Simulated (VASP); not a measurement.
# ScSbS3 (P6mm) in VASP: further runs

Runs on ScSbS3. Level: PBE. Tasks: single point, relaxation of cell and atoms.

Everything below comes from runs of VASP 6.6.1. Logs are shortened: lines on timing, memory, paths and dates and some standing lists are left out, and cuts for length are marked.

**1. The cell of the first run**

It takes space group P6mm (No. 183, hexagonal). The conventional cell has a = 4.346 Å, b = 4.346 Å, c = 8.955 Å, α = 90.00°, β = 90.00°, γ = 120.00°. Sc (site symmetry 6mm) has 7 S at 2.47 to 2.65 Å within 3.3 Å. Within 3.0 Å of Sb (site symmetry 6mm) lie 1 S at 2.29 Å. Within 3.3 Å of S (site symmetry 3m) lie 3 S at 2.51 Å and 3 Sc at 2.65 Å. S (site symmetry 6mm) has 1 Sb at 2.29 Å and 1 Sc at 2.47 Å within 3.0 Å.

The cell was generated, and may not be a known phase.

**2. Single point, PBE, collinear spin**

Contents of INCAR:

```
  ALGO = Normal
  EDIFF = 1E-6
  ENCUT = 520
  GGA = PE
  ISIF = 2
  ISMEAR = 0
  ISPIN = 2
  LASPH = True
  LCHARG = False
  LMAXMIX = 4
  LORBIT = 11
  LREAL = False
  LWAVE = False
  MAGMOM = 1 0 0 0 0
  NBANDS = 29
  NELM = 150
  PREC = Accurate
  SIGMA = 0.1
```

Contents of KPOINTS:

```
k-points
0
Gamma
  6 6 2
```

Contents of POSCAR:

```
ScSbS3
1.0
    4.3460771193      0.0000000000      0.0000000000
   -2.1730385596      3.7638131921      0.0000000000
    0.0000000000      0.0000000000      8.9552718726
Sc Sb S
1 1 3
Direct
    0.0000000000      0.0000000000      0.4432262692
    0.0000000000      0.0000000000      0.9108979493
    0.3333333333      0.6666666667      0.5395725174
    0.6666666667      0.3333333333      0.5395725174
    0.0000000000      0.0000000000      0.1671398766
```

Potentials or basis: VASP PAW PBE potentials, release 64 (Sc_sv, Sb, S).

Started as:

```
$ cat potpaw_PBE.64/Sc_sv/POTCAR potpaw_PBE.64/Sb/POTCAR potpaw_PBE.64/S/POTCAR > POTCAR
$ mpirun -np 1 vasp_std > vasp.out
```

OUTCAR:

```text
EDIFF = 1E-6
   ENCUT = 520
   GGA = PE
   ISIF = 2
   ISMEAR = 0
   ISPIN = 2
   LASPH = True
   LORBIT = 11
   LREAL = False
   NELM = 150
   PREC = Accurate

 ion  position               nearest neighbor table
   1  0.000  0.000  0.443-   5 2.47   4 2.65   3 2.65   3 2.65   4 2.65   4 2.65   3 2.65
   2  0.000  0.000  0.911-   5 2.29
   3  0.333  0.667  0.540-   4 2.51   4 2.51   4 2.51   1 2.65   1 2.65   1 2.65
   4  0.667  0.333  0.540-   3 2.51   3 2.51   3 2.51   1 2.65   1 2.65   1 2.65
   5  0.000  0.000  0.167-   2 2.29   1 2.47

  LATTYP: Found a hexagonal cell.
 ALAT       =     4.3460771193
 C/A-ratio  =     2.0605414094

  Lattice vectors:

 A1 = (   4.3460771193,   0.0000000000,   0.0000000000)
 A2 = (  -2.1730385596,   3.7638131921,   0.0000000000)
 A3 = (   0.0000000000,   0.0000000000,   8.9552718726)

Analysis of symmetry for initial positions (statically):
=====================================================================
 Subroutine PRICEL returns:
 Original cell was already a primitive cell.

 Routine SETGRP: Setting up the symmetry group for a
 hexagonal supercell.

 Subroutine GETGRP returns: Found 12 space group operations
 (whereof 12 operations were pure point group operations)
 out of a pool of 24 trial point group operations.

The static configuration has the point symmetry C_6v.

Analysis of symmetry for dynamics (positions and initial velocities):
=====================================================================
 Subroutine PRICEL returns:
 Original cell was already a primitive cell.

 Routine SETGRP: Setting up the symmetry group for a
 hexagonal supercell.

 Subroutine GETGRP returns: Found 12 space group operations
 (whereof 12 operations were pure point group operations)
 out of a pool of 24 trial point group operations.

The dynamic configuration has the point symmetry C_6v.

Analysis of structural, dynamic, and magnetic symmetry:
=====================================================================
 Subroutine PRICEL returns:
 Original cell was already a primitive cell.

 Routine SETGRP: Setting up the symmetry group for a
 hexagonal supercell.

 Subroutine GETGRP returns: Found 12 space group operations
 (whereof 12 operations were pure point group operations)
 out of a pool of 24 trial point group operations.

The overall configuration has the point symmetry C_6v.

 Subroutine INISYM returns: Found 12 space group operations
 (whereof 12 operations are pure point group operations),
 and found     1 'primitive' translations

[... 123 lines left out ...]
  volume of cell :      146.49
 maximum number of plane-waves:      3960
   NGX = 17   NGY = 17   NGZ = 33

 number of electron      34.0000004 magnetization       0.0023111

 number of electron      34.0000004 magnetization      -0.0004086

 Free energy of the ion-electron system (eV)
  ---------------------------------------------------
  ext. energy  EPLUGINS =         0.00000000
  ---------------------------------------------------
  free energy    TOTEN  =       -24.25003669 eV

  energy without entropy =      -24.23912526  energy(sigma->0) =      -24.24458098

 E-fermi :   2.6779     XC(G=0):  -8.2967

 val. band max:        2.6538667433   @ k =   0.3333   0.3333   0.0000
 cond. band min:       2.7519823302   @ k =   0.1667   0.1667   0.0000
 fundamental gap:      0.0981155869
 Fermi energy:         2.6778925772

 spin component 1

 k-point     1 :       0.0000    0.0000    0.0000
  band No.  band energies     occupation
      1     -46.6873      1.00000
      2     -25.5015      1.00000
      3     -25.2547      1.00000
      4     -25.2547      1.00000
      5     -12.0355      1.00000
      6     -10.2699      1.00000
[... 437 lines left out ...]
     28       9.7648      0.00000
     29       9.7648      0.00000
 Fermi energy:         2.6778925772

 spin component 2

 k-point     1 :       0.0000    0.0000    0.0000
  band No.  band energies     occupation
      1     -46.6873      1.00000
      2     -25.5015      1.00000
      3     -25.2547      1.00000
      4     -25.2547      1.00000
      5     -12.0355      1.00000
      6     -10.2699      1.00000
[... 437 lines left out ...]
     28       9.7647      0.00000
     29       9.7647      0.00000

------------------------ aborting loop because EDIFF is reached ----------------------------------------

  FORCE on cell =-STRESS in cart. coord.  units (eV):
  Direction    XX          YY          ZZ          XY          YZ          ZX
  --------------------------------------------------------------------------------------
  -------------------------------------------------------------------------------------
  Total        0.0678747      0.0678747      0.4020354      0.0000000     -0.0000000      0.0000000
  in kB        0.7423592      0.7423592      4.3971435      0.0000000     -0.0000000      0.0000000
  external PRESSURE =       1.9606206 kB  Pullay stress =       0.0000000 kB

 VOLUME and BASIS-vectors are now :
 -----------------------------------------------------------------------------
  energy-cutoff  :      520.00
  volume of cell :      146.49
      direct lattice vectors                 reciprocal lattice vectors
     4.346077119  0.000000000  0.000000000     0.230092558  0.132844000  0.000000000
    -2.173038560  3.763813192  0.000000000     0.000000000  0.265688000  0.000000000
     0.000000000  0.000000000  8.955271873     0.000000000  0.000000000  0.111666068

 POSITION                                       TOTAL-FORCE (eV/Angst)
 -----------------------------------------------------------------------------------
      0.00000      0.00000      3.96921        -0.000000      0.000000     -0.001332
      0.00000      0.00000      8.15734         0.000000      0.000000     -0.085793
     -0.00000      2.50921      4.83202        -0.000000      0.000000      0.022850
      2.17304      1.25460      4.83202         0.000000     -0.000000      0.022850
      0.00000      0.00000      1.49678        -0.000000     -0.000000      0.041425
 -----------------------------------------------------------------------------------
    total drift:                                0.000000      0.000000     -0.001758

  FREE ENERGIE OF THE ION-ELECTRON SYSTEM (eV)
  ---------------------------------------------------
  free  energy   TOTEN  =       -24.2500366922 eV

  energy  without entropy=      -24.2391252618  energy(sigma->0) =      -24.24458098

 total charge

# of ion       s       p       d       tot
------------------------------------------
    1        2.181   6.134   1.093   9.407
    2        1.245   1.016   0.034   2.295
    3        1.389   2.261   0.000   3.650
    4        1.389   2.261   0.000   3.650
    5        1.336   2.389   0.000   3.725
--------------------------------------------------
tot          7.540  14.061   1.126  22.728

 magnetization (x)

# of ion       s       p       d       tot
------------------------------------------
    1       -0.000  -0.000   0.000   0.000
    2        0.000  -0.000  -0.000  -0.000
    3        0.000  -0.000   0.000  -0.000
    4        0.000  -0.000   0.000  -0.000
    5        0.000  -0.000   0.000  -0.000
--------------------------------------------------
tot          0.000  -0.000   0.000  -0.000
```

stdout:

```text
POSCAR found type information on POSCAR ScSbS
 POSCAR found :  3 types and       5 ions
 scaLAPACK will be used
 LDA part: xc-table for (Slater+PW92), standard interpolation
 POSCAR, INCAR and KPOINTS ok, starting setup
 FFT: planning ... GRIDC
 FFT: planning ... GRID_SOFT
 FFT: planning ... GRID
 WAVECAR not read
 entering main loop
```

Run time: 3.4 min. Hardware: 1 thread of Intel Xeon 8259CL, shared host; peak memory 0.36 GiB.

Results:

* Free energy: -24.2500 eV
* Pressure: 0.2 GPa
* Largest force: 0.086 eV/Å
* Band gap on the k mesh: zero (filled and empty bands overlap)
* Net moment: 0.00 μB per cell
* Valence electrons inside the program's atomic spheres: Sc 9.41; Sb 2.29; S 3.65, 3.73 (each value once)

Forces on the atoms (eV/Å):
```
Sc   0.000  0.000 -0.001
Sb   0.000  0.000 -0.086
S    0.000  0.000  0.023
S    0.000  0.000  0.023
S    0.000  0.000  0.041
```

Levels at points of the mesh, in eV from the Fermi level:
Spin up:
```
           k point  band 13  band 14  band 15  band 16  band 17  band 18  band 19  band 20  band 21  band 22
(0.00, 0.00, 0.00)    -1.69    -1.69    -1.16    -1.16     0.30     1.58     1.58     2.49     3.28     3.28
(0.50, 0.00, 0.00)    -2.98    -1.98    -1.92    -0.43     0.19     0.84     0.86     2.52     2.54     2.72
(0.00, 0.00, 0.50)    -1.73    -1.73    -1.10    -1.10     0.30     1.52     1.52     1.89     3.27     3.27
(0.50, 0.00, 0.50)    -2.39    -1.99    -1.87    -0.91     0.19     0.87     0.91     1.72     2.62     2.79
```
Spin down:
| k point | band 15 | band 16 | band 17 | band 18 | band 19 | band 20 |
| --- | --- | --- | --- | --- | --- | --- |
| (0.00, 0.00, 0.00) | -1.16 | -1.16 | 0.30 | 1.58 | 1.58 | 2.49 |
| (0.50, 0.00, 0.00) | -1.92 | -0.43 | 0.19 | 0.84 | 0.86 | 2.52 |
| (0.00, 0.00, 0.50) | -1.10 | -1.10 | 0.30 | 1.52 | 1.52 | 1.89 |
| (0.50, 0.00, 0.50) | -1.87 | -0.91 | 0.19 | 0.87 | 0.91 | 1.72 |

Caveat: spin-orbit coupling is left out, which moves the levels of the heavy elements.

**3. Relaxation of cell and atoms, PBE**

Contents of INCAR:

```
SYSTEM = ScSbS3
PREC     = Accurate       ! precision mode
ENCUT    = 600            ! plane-wave cutoff, eV
EDIFF    = 1E-6           ! SCF threshold, eV
ISMEAR   = 0              ! smearing method
SIGMA    = 0.1            ! smearing width, eV
LREAL    = .FALSE.        ! projectors in reciprocal space
LASPH    = .TRUE.         ! aspherical terms in the spheres
NELM     = 100            ! most SCF steps
ALGO     = Normal         ! electronic algorithm
ISIF     = 3              ! what is computed and relaxed
LWAVE    = .FALSE.        ! write WAVECAR
LCHARG   = .FALSE.        ! write CHGCAR
GGA      = PE             ! functional
IBRION   = 2              ! ionic algorithm
NSW      = 100            ! ionic steps
EDIFFG   = -0.01          ! ionic threshold
```

Contents of KPOINTS:

```
regular mesh
0
G
  12 12 4
  0 0 0
```

POSCAR is that of step 2.

Potentials or basis: VASP PAW PBE potentials, release 64 (Sc_sv, Sb, S).

Started as:

```
$ cat potpaw_PBE.64/Sc_sv/POTCAR potpaw_PBE.64/Sb/POTCAR potpaw_PBE.64/S/POTCAR > POTCAR
$ mpirun -np 1 vasp_std > vasp.out
```

OUTCAR:

```text
SYSTEM = ScSbS3
   PREC = Accurate
   ENCUT = 600
   EDIFF = 1E-6
   ISMEAR = 0
   LREAL = .FALSE.
   LASPH = .TRUE.
   NELM = 100
   ISIF = 3
   GGA = PE
   IBRION = 2
   NSW = 100
   EDIFFG = -0.01

 ion  position               nearest neighbor table
   1  0.000  0.000  0.443-   5 2.47   4 2.65   3 2.65   3 2.65   4 2.65   4 2.65   3 2.65
   2  0.000  0.000  0.911-   5 2.29
   3  0.333  0.667  0.540-   4 2.51   4 2.51   4 2.51   1 2.65   1 2.65   1 2.65
   4  0.667  0.333  0.540-   3 2.51   3 2.51   3 2.51   1 2.65   1 2.65   1 2.65
   5  0.000  0.000  0.167-   2 2.29   1 2.47

  LATTYP: Found a hexagonal cell.
 ALAT       =     4.3460771193
 C/A-ratio  =     2.0605414094

  Lattice vectors:

 A1 = (   4.3460771193,   0.0000000000,   0.0000000000)
 A2 = (  -2.1730385596,   3.7638131921,   0.0000000000)
 A3 = (   0.0000000000,   0.0000000000,   8.9552718726)

Analysis of symmetry for initial positions (statically):
=====================================================================
 Subroutine PRICEL returns:
 Original cell was already a primitive cell.

 Routine SETGRP: Setting up the symmetry group for a
 hexagonal supercell.

[... 285 lines left out ...]
  free  energy   TOTEN  =       -24.2594533699 eV

  energy  without entropy=      -24.2455123125  energy(sigma->0) =      -24.25248284

[... ionic steps 4 to 18 ...]

--------------------------------------- Ionic step       19  -------------------------------------------

 number of electron      33.9999998 magnetization

------------------------ aborting loop because EDIFF is reached ----------------------------------------
[... 73 lines left out ...]
--------------------------------------- Ionic step       21  -------------------------------------------

 number of electron      33.9999999 magnetization

 Free energy of the ion-electron system (eV)
  ---------------------------------------------------
  ext. energy  EPLUGINS =         0.00000000
  ---------------------------------------------------
  free energy    TOTEN  =       -24.26074428 eV

  energy without entropy =      -24.24738491  energy(sigma->0) =      -24.25406459

 E-fermi :   2.6974     XC(G=0):  -8.2678

 val. band max:        2.6445342666   @ k =   0.3333   0.2500   0.5000
 cond. band min:       2.7112366874   @ k =   0.2500   0.0000   0.5000
 fundamental gap:      0.0667024208
 Fermi energy:         2.6973794873

 k-point     1 :       0.0000    0.0000    0.0000
  band No.  band energies     occupation
      1     -46.7248      2.00000
      2     -25.5363      2.00000
      3     -25.2960      2.00000
      4     -25.2960      2.00000
      5     -12.1553      2.00000
      6     -10.2610      2.00000
[... 565 lines left out ...]
     20       4.8241      0.00000
     21       5.1669      0.00000

 [... further k-points ...]

------------------------ aborting loop because EDIFF is reached ----------------------------------------

  FORCE on cell =-STRESS in cart. coord.  units (eV):
  Direction    XX          YY          ZZ          XY          YZ          ZX
  --------------------------------------------------------------------------------------
  -------------------------------------------------------------------------------------
  Total        0.0472876      0.0472876      0.0083583      0.0000000      0.0000000     -0.0000000
  in kB        0.5142266      0.5142266      0.0908918      0.0000000      0.0000000     -0.0000000
  external PRESSURE =       0.3731150 kB  Pullay stress =       0.0000000 kB
[... 20 lines left out ...]
  FREE ENERGIE OF THE ION-ELECTRON SYSTEM (eV)
  ---------------------------------------------------
  free  energy   TOTEN  =       -24.2607442767 eV

  energy  without entropy=      -24.2473849100  energy(sigma->0) =      -24.25406459

 reached required accuracy - stopping structural energy minimisation
```

OSZICAR:

```text
N       E                     dE             d eps       ncg     rms          rms(c)
DAV:   1     0.383372691303E+03    0.38337E+03   -0.15040E+04  2410   0.154E+03
DAV:   2     0.272377080088E+02   -0.35613E+03   -0.35074E+03  2655   0.415E+02
DAV:   3    -0.236883251742E+02   -0.50926E+02   -0.49140E+02  3828   0.141E+02
DAV:   4    -0.272898231199E+02   -0.36015E+01   -0.34923E+01  3383   0.366E+01
[... 162 lines left out ...]
DAV:   4    -0.242607665854E+02    0.96963E-04   -0.28444E-04  3179   0.124E-01    0.493E-02
DAV:   5    -0.242607506927E+02    0.15893E-04   -0.34805E-05  3860   0.467E-02    0.251E-02
DAV:   6    -0.242607455135E+02    0.51792E-05   -0.84348E-06  2994   0.216E-02    0.101E-02
DAV:   7    -0.242607444107E+02    0.11028E-05   -0.20874E-06  2060   0.111E-02    0.287E-03
DAV:   8    -0.242607442767E+02    0.13396E-06   -0.41660E-07  1452   0.103E-02
  21 F= -.24260744E+02 E0= -.24254065E+02  d E =-.257771E-03
```

Wall time 60 min (1 thread of Intel Xeon 8259CL, shared host); peak memory 0.49 GiB.

Results:

| Item | Value |
| --- | --- |
| Free energy | -24.2607 eV |
| Relaxed volume | 29.47 Å³/atom |
| Relaxed cell | a = 4.332 Å, b = 4.332 Å, c = 9.064 Å, α = 90.00°, β = 90.00°, γ = 120.00° |
| Space group after relaxing (to 0.1 Å) | P6mm (No. 183) |
| Energy gained by relaxing | 0.4 meV/atom |
| Ionic steps | 21 |
| Pressure after relaxing | 0.0 GPa |
| Largest force after relaxing | 0.008 eV/Å |
| Band gap on the k mesh | zero (bands 17 and 18 overlap by 0.63 eV) |

Forces in eV/Å, atoms in the order of the input:
```
Sc   0.000  0.000 -0.005
Sb   0.000  0.000  0.008
S    0.000  0.000  0.001
S    0.000  0.000  0.001
S    0.000  0.000 -0.006
```

Step by step:
| step | energy change (eV) | largest force (eV/Å) | pressure (GPa) | volume (Å³) |
| --- | --- | --- | --- | --- |
| 1 | 0.0000 | 0.0850 | 0.11 | 146.49 |
| 2 | 0.0002 | 0.1842 | -0.17 | 146.92 |
| 3 | -0.0005 | 0.0409 | -0.02 | 146.68 |
| 4 | -0.0008 | 0.0415 | -0.01 | 146.65 |
| 5 | -0.0011 | 0.0554 | 0.03 | 146.57 |
| 6 | -0.0013 | 0.0351 | 0.01 | 146.65 |
| 7 | -0.0013 | 0.0237 | -0.01 | 146.70 |
| 8 | -0.0014 | 0.0200 | -0.04 | 146.80 |
| 9 | -0.0014 | 0.0195 | -0.05 | 146.78 |
| 10 | -0.0014 | 0.0196 | 0.02 | 146.61 |
| 11 | -0.0014 | 0.0176 | 0.01 | 146.67 |
| 12 | -0.0015 | 0.0169 | 0.02 | 146.64 |
| 13 | -0.0015 | 0.0249 | 0.01 | 146.63 |
| 14 | -0.0015 | 0.0210 | 0.03 | 146.63 |
| 15 | -0.0015 | 0.0056 | 0.07 | 146.66 |
| 16 | -0.0016 | 0.0241 | 0.14 | 146.71 |
| 17 | -0.0016 | 0.0077 | 0.10 | 146.69 |
| 18 | -0.0016 | 0.0069 | 0.11 | 146.71 |
| 19 | -0.0016 | 0.0051 | 0.09 | 146.80 |
| 20 | -0.0017 | 0.0015 | 0.07 | 146.98 |
| 21 | -0.0018 | 0.0084 | 0.04 | 147.33 |

Final structure:
```cif
data_structure
_symmetry_space_group_name_H-M 'P 1'
_symmetry_Int_Tables_number 1
_cell_length_a 4.3324
_cell_length_b 4.3324
_cell_length_c 9.0641
_cell_angle_alpha 90.000
_cell_angle_beta 90.000
_cell_angle_gamma 120.000
_cell_volume 147.33
loop_
_atom_site_label
_atom_site_type_symbol
_atom_site_fract_x
_atom_site_fract_y
_atom_site_fract_z
_atom_site_occupancy
Sc1 Sc 0.00000 0.00000 0.44083 1
Sb1 Sb 0.00000 0.00000 0.91410 1
S1 S 0.33333 0.66667 0.53873 1
S2 S 0.66667 0.33333 0.53873 1
S3 S 0.00000 0.00000 0.16803 1
```

Caveat: spin-orbit coupling is left out, which moves the levels of the heavy elements.

The gap in the log of VASP goes by the Fermi energy; the results here count the filled bands.